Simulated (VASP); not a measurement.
# KAs3I4 (P1) in VASP: single point with r2SCAN

Aim: the single point of KAs3I4 with r2SCAN.

All numbers are computed with VASP 6.6.1; they aren't measurements. Logs are shortened: lines on timing, memory, paths and dates and some standing lists are left out, and cuts for length are marked.

**1. The cell of the first run**

The typed cell holds 8 atoms: a = 4.787 Å, b = 4.822 Å, c = 13.735 Å, α = 101.55°, β = 101.24°, γ = 61.83°.

**2. Single point, r2SCAN**

POSCAR

```
KAs3I4
1.0
    2.4508904100      4.1110299300     -0.0594779400
   -2.4855824000      4.1310594400     -0.0719424000
    0.0449336000     -2.9504833000     13.4145807100
I As K
4 3 1
Direct
    0.1308990000      0.0862510000      0.2715600000
    0.8870700000      0.9535170000      0.7335680000
    0.3117540000      0.3526120000      0.9390400000
    0.6975290000      0.7386940000      0.1199320000
    0.3304140000      0.1897320000      0.6987980000
    0.8508770000      0.7446100000      0.3317030000
    0.0555130000      0.9675250000      0.0007240000
    0.5349220000      0.4720900000      0.4834890000
```

INCAR.step1

```
PREC = Accurate ; ENCUT = 520
ISMEAR = -1 ; SIGMA = 0.1
LREAL = False ; LASPH = True
NELM = 100 ; NBANDS = 36
GGA = PE ; ALGO = Normal
EDIFF = 1E-4 ; LWAVE = True
LCHARG = False
```

INCAR.step2

```
PREC = Accurate ; ENCUT = 520
EDIFF = 1E-6 ; ISMEAR = -1
SIGMA = 0.1 ; LREAL = False
LASPH = True ; NELM = 100
ALGO = Normal ; ISIF = 2
LWAVE = False ; LCHARG = False
METAGGA = R2SCAN ; LMIXTAU = True
NBANDS = 36 ; ISTART = 1
```

KPOINTS

```
Automatic mesh
0
Gamma
  4 4 2
  0 0.5 0
```

Potentials or basis: VASP PAW PBE potentials, release 64 (I, As, K_sv).

The run is started by

```console
> cat potpaw_PBE.64/I/POTCAR potpaw_PBE.64/As/POTCAR potpaw_PBE.64/K_sv/POTCAR > POTCAR
> cp INCAR.step1 INCAR
> mpirun -np 1 vasp_std > vasp.out
> cp INCAR.step2 INCAR
> mpirun -np 1 vasp_std > vasp.out
```

OUTCAR:

```text
PREC = Accurate
   ENCUT = 520
   EDIFF = 1E-6
   ISMEAR = -1
   LREAL = False
   LASPH = True
   NELM = 100
   ISIF = 2
   METAGGA = R2SCAN
   ISTART = 1

 ion  position               nearest neighbor table
   1  0.131  0.086  0.272-   6 2.81   6 2.87   6 3.06   4 3.32   4 3.41
   2  0.887  0.954  0.734-   5 2.34   5 2.99
   3  0.312  0.353  0.939-   7 2.64   7 2.98   7 3.17   5 3.24   4 3.56
   4  0.698  0.739  0.120-   6 2.86   7 2.98   7 3.23   1 3.32   1 3.41   3 3.56
   5  0.330  0.190  0.699-   2 2.34   2 2.99   3 3.24
   6  0.851  0.745  0.332-   1 2.81   4 2.86   1 2.87   1 3.06   8 3.34
   7  0.056  0.968  0.001-   3 2.64   3 2.98   4 2.98   3 3.17   4 3.23
   8  0.535  0.472  0.483-   6 3.34

  LATTYP: Found a triclinic cell.
 ALAT       =     4.9365291803
 B/A-ratio  =     0.9696165411
 C/A-ratio  =     2.7580723745
 COS(alpha) =     0.0294915677
 COS(beta)  =     0.1771331333
 COS(gamma) =     0.5085159518

  Lattice vectors:

 A1 = (  -4.9364728100,   0.0200295100,  -0.0124644600)
 A2 = (  -2.4508904100,  -4.1110299300,   0.0594779400)
 A3 = (  -2.4406488000,   1.1805761400,  13.3426383100)

Analysis of symmetry for initial positions (statically):
=====================================================================
 Subroutine PRICEL returns:
 Original cell was already a primitive cell.

 Routine SETGRP: Setting up the symmetry group for a
 triclinic supercell.

 Subroutine GETGRP returns: Found  1 space group operations
 (whereof  1 operations were pure point group operations)
 out of a pool of  2 trial point group operations.

The static configuration has the point symmetry C_1 .

Analysis of symmetry for dynamics (positions and initial velocities):
=====================================================================
 Subroutine PRICEL returns:
 Original cell was already a primitive cell.

 Routine SETGRP: Setting up the symmetry group for a
 triclinic supercell.

 Subroutine GETGRP returns: Found  1 space group operations
 (whereof  1 operations were pure point group operations)
 out of a pool of  2 trial point group operations.

The dynamic configuration has the point symmetry C_1 .

 Subroutine INISYM returns: Found  1 space group operations
 (whereof  1 operations are pure point group operations),
 and found     1 'primitive' translations

----------------------------------------------------------------------------------------

                                     Primitive cell

  volume of cell :     271.9352

  direct lattice vectors                    reciprocal lattice vectors
     2.450890410  4.111029930 -0.059477940     0.203004870  0.122602060  0.026285845
    -2.485582400  4.131059440 -0.071942400    -0.202152052  0.120912417  0.027271332
     0.044933600 -2.950483300 13.414580710    -0.000184053  0.001192050  0.074808555

  length of vectors
     4.786540349  4.821716258 13.735295641     0.238606764  0.237126528  0.074818278

  position of ions in fractional coordinates (direct lattice)
     0.130899000  0.086251000  0.271560000
     0.887070000  0.953517000  0.733568000
     0.311754000  0.352612000  0.939040000
     0.697529000  0.738694000  0.119932000
     0.330414000  0.189732000  0.698798000
     0.850877000  0.744610000  0.331703000
     0.055513000  0.967525000  0.000724000
     0.534922000  0.472090000  0.483489000

  ion indices of the primitive-cell ions
   primitive index   ion index
                 1           1
                 2           2
                 3           3
                 4           4
                 5           5
                 6           6
                 7           7
                 8           8

----------------------------------------------------------------------------------------

 KPOINTS: Automatic mesh

Automatic generation of k-mesh.
 Grid dimensions read from file:
 generate k-points for:    4    4    2

 Generating k-lattice:

  Cartesian coordinates                     Fractional coordinates (reciprocal lattice)
     0.050751217  0.030650515  0.006571461     0.250000000 -0.000000000  0.000000000
    -0.050538013  0.030228104  0.006817833     0.000000000  0.250000000  0.000000000
    -0.000092026  0.000596025  0.037404277     0.000000000  0.000000000  0.500000000

  Length of vectors
     0.059651691  0.059281632  0.037409139

  Shift w.r.t. Gamma in fractional coordinates (k-lattice)
     0.000000000  0.500000000  0.000000000

 Subroutine IBZKPT returns following result:
 ===========================================

 Found     16 irreducible k-points:

 Following reciprocal coordinates:
            Coordinates               Weight
  0.000000  0.125000  0.000000      2.000000
  0.250000  0.125000  0.000000      2.000000
  0.500000  0.125000  0.000000      2.000000
 -0.250000  0.125000 -0.000000      2.000000
  0.000000  0.375000  0.000000      2.000000
  0.250000  0.375000  0.000000      2.000000
[... 8 lines left out ...]
  0.500000  0.375000  0.500000      2.000000
 -0.250000  0.375000  0.500000      2.000000
   k-points           NKPTS =     16   k-points in BZ     NKDIM =     16   number of bands    NBANDS=     36
   number of dos      NEDOS =    301   number of ions     NIONS =      8
   total plane-waves  NPLWV = 139968
   dimension x,y,z NGX =    36 NGY =   36 NGZ =  108
   dimension x,y,z NGXF=    72 NGYF=   72 NGZF=  216
   ions per type =               4   3   1
   NGX,Y,Z   is equivalent  to a cutoff of  12.50, 12.41, 13.07 a.u.
   NGXF,Y,Z  is equivalent  to a cutoff of  25.01, 24.82, 26.14 a.u.
 SYSTEM =  unknown system
   PREC   = accura    normal or accurate (medium, high low for compatibility)
   ISTART =      1    job   : 0-new  1-cont  2-samecut
   ICHARG =      0    charge: 1-file 2-atom 10-const
   ISPIN  =      1    spin polarized calculation?
   LNONCOLLINEAR =      F non collinear calculations
   LSORBIT =      F    spin-orbit coupling
   LASPH  =      T    aspherical Exc in radial PAW
   ENCUT  =  520.0 eV  38.22 Ry    6.18 a.u.   8.90  8.97 25.54*2*pi/ulx,y,z
   NELM   =    100;   NELMIN=  2; NELMDL=  0     # of ELM steps
   EDIFF  = 0.1E-05   stopping-criterion for ELM
   LREAL  =      F    real-space projection
   EDIFFG = 0.1E-04   stopping-criterion for IOM
   NSW    =      0    number of steps for IOM
   IBRION =     -1    ionic relax: 0-MD 1-quasi-New 2-CG
   NFREE  =      0    steps in history (QN), initial steepest desc. (CG)
   ISIF   =      2    stress and relaxation
   ISYM   =      2    0-nonsym 1-usesym 2-fastsym
   POTIM  = 0.5000    time-step for ionic-motion
   TEBEG  =    0.0;   TEEND  =   0.0 temperature during run
   PSTRESS=    0.0 pullay stress
   NELECT =      52.0000    total number of electrons
   NUPDOWN=      -1.0000    fix difference up-down
   EMIN   =  10.00;   EMAX   =-10.00  energy-range for DOS
   EFERMI =   0.00;   METHOD = LEGACY
   ISMEAR =    -1;   SIGMA  =   0.10  broadening in eV -4-tet -1-fermi 0-gaus
   EFERMI_NEDOS =   21; number of points for ismear=-14 and -15
   IALGO  =     38    algorithm
   IMIX   =      4    mixing-type and parameters
     AMIX     =   0.40;   BMIX     =  1.00
     AMIX_MAG =   1.60;   BMIX_MAG =  1.00
  volume/ion in A,a.u.               =      33.99       229.39
  Fermi-wavevector in a.u.,A,eV,Ry     =   0.943165  1.782323 12.103191  0.889559
  Thomas-Fermi vector in A             =   2.070845
   LORBIT       =      0    0 simple, 1 ext, 2 COOP (PROOUT), +10 PAW based schemes
   METAGGA = R2SCAN    functional components
   LHFCALC =     F    Hartree Fock is set to
   AEXX    =    0.0000 exact exchange contribution
   IVDW    =     0    specifies the selected vdW correction
   LEPSILON=     F    determine dielectric tensor
   LRPA    =     F    only Hartree local field effects (RPA)
 non-spin polarized calculation
  energy-cutoff  :      520.00
  volume of cell :      271.94
 maximum number of plane-waves:      7355
   NGX = 17   NGY = 17   NGZ = 51

 number of electron      52.0000001 magnetization

 Free energy of the ion-electron system (eV)
  ---------------------------------------------------
  ext. energy  EPLUGINS =         0.00000000
  ---------------------------------------------------
  free energy    TOTEN  =      -144.67698292 eV

  energy without entropy =     -144.50097415  energy(sigma->0) =     -144.58897853

 E-fermi :   4.0066     XC(G=0):  -8.7658

 val. band max:        3.9878130847   @ k =   0.5000   0.1250   0.5000
 cond. band min:       4.0926215478   @ k =   0.0000   0.1250   0.0000
 fundamental gap:      0.1048084631
 Fermi energy:         4.0066049875

 k-point     1 :       0.0000    0.1250    0.0000
  band No.  band energies     occupation
      1     -28.6671      2.00000
      2     -11.8206      2.00000
      3     -11.6331      2.00000
      4     -11.3781      2.00000
      5     -11.3696      2.00000
      6     -11.3025      2.00000
[... 28 lines left out ...]
     35       8.6496      0.00000
     36       8.9990      0.00000

 k-point     2 :       0.2500    0.1250    0.0000
  band No.  band energies     occupation
      1     -28.6666      2.00000
      2     -11.6599      2.00000
      3     -11.5168      2.00000
      4     -11.3798      2.00000
      5     -11.3760      2.00000
      6     -11.2425      2.00000
[... 28 lines left out ...]
     35       8.8218      0.00000
     36       9.1794      0.00000

 k-point     3 :       0.5000    0.1250    0.0000
  band No.  band energies     occupation
      1     -28.6656      2.00000
      2     -11.4421      2.00000
      3     -11.3955      2.00000
      4     -11.3867      2.00000
      5     -11.1679      2.00000
      6     -10.7577      2.00000
[... 28 lines left out ...]
     35       8.5780      0.00000
     36       8.9929      0.00000
[... 430 lines left out ...]
 k-point    15 :       0.5000    0.3750    0.5000
  band No.  band energies     occupation
      1     -28.6654      2.00000
      2     -11.4486      2.00000
      3     -11.3966      2.00000
      4     -11.3825      2.00000
      5     -11.2865      2.00000
      6     -10.6895      2.00000
[... 28 lines left out ...]
     35       8.7532      0.00000
     36       9.0535      0.00000

 k-point    16 :      -0.2500    0.3750    0.5000
  band No.  band energies     occupation
      1     -28.6655      2.00000
      2     -11.4383      2.00000
      3     -11.4053      2.00000
      4     -11.3818      2.00000
      5     -11.3042      2.00000
      6     -10.6202      2.00000
[... 28 lines left out ...]
     35       8.2690      0.00000
     36       8.8802      0.00000

------------------------ aborting loop because EDIFF is reached ----------------------------------------

  FORCE on cell =-STRESS in cart. coord.  units (eV):
  Direction    XX          YY          ZZ          XY          YZ          ZX
  --------------------------------------------------------------------------------------
  -------------------------------------------------------------------------------------
  Total        9.3992508      8.2411336      8.0632937      4.4101678      1.3022773      1.2161386
  in kB       55.3781480     48.5547970     47.5070069     25.9836585      7.6727076      7.1651989
  external PRESSURE =      50.4799840 kB  Pullay stress =       0.0000000 kB

 VOLUME and BASIS-vectors are now :
 -----------------------------------------------------------------------------
  energy-cutoff  :      520.00
  volume of cell :      271.94
      direct lattice vectors                 reciprocal lattice vectors
     2.450890410  4.111029930 -0.059477940     0.203004870  0.122602060  0.026285845
    -2.485582400  4.131059440 -0.071942400    -0.202152052  0.120912417  0.027271332
     0.044933600 -2.950483300 13.414580710    -0.000184053  0.001192050  0.074808555

 POSITION                                       TOTAL-FORCE (eV/Angst)
 -----------------------------------------------------------------------------------
      0.11864      0.09320      3.62887        -0.903474      0.133824      1.635797
     -0.16297      5.42143      9.71915         1.978021      1.178730      0.305131
     -0.07018     -0.03233     12.55292        -0.303382     -0.177311     -0.098706
     -0.12113      5.56529      1.51421        -0.444641     -0.147528     -0.768981
      0.36961      0.08034      9.34078        -1.851404     -1.217559     -1.412224
      0.24952      5.59532      4.34548         0.906826     -0.010922      0.271658
     -2.26877      4.22298     -0.06320         0.544783      0.184669     -0.198561
      0.15934      2.72279      6.42002         0.073272      0.056098      0.265886
 -----------------------------------------------------------------------------------
    total drift:                               -0.000533     -0.000128      0.000169

  FREE ENERGIE OF THE ION-ELECTRON SYSTEM (eV)
  ---------------------------------------------------
  free  energy   TOTEN  =      -144.6769829159 eV

  energy  without entropy=     -144.5009741541  energy(sigma->0) =     -144.58897853
```

Wall time 5.9 min (1 thread of Intel Xeon 6975P-C (Granite Rapids), shared host); peak memory 0.46 GiB.

What came out:

```
Free energy            : -144.6770 eV
Pressure               : 5.0 GPa
Largest force          : 2.628 eV/Å
Band gap on the k mesh : zero (band 26 reaches 4.27 eV, above the bottom of band 27 at 3.45 eV)
```

Forces in eV/Å, atoms in the order of the input:
```
I   -0.903  0.134  1.636
I    1.978  1.179  0.305
I   -0.303 -0.177 -0.099
I   -0.445 -0.148 -0.769
As  -1.851 -1.218 -1.412
As   0.907 -0.011  0.272
As   0.545  0.185 -0.199
K    0.073  0.056  0.266
```

Levels at points of the mesh, in eV from the Fermi level:
```
           k point  band 24  band 25  band 26  band 27  band 28  band 29
(0.00, 0.12, 0.00)    -1.32    -1.05    -0.77    -0.55    -0.16     0.09
```

Caveat: the k points lie up to 0.37 Å⁻¹ apart; the PAW data sets were made with another functional, which shifts forces and pressure a little; spin-orbit coupling is left out, which moves the levels of the heavy elements.
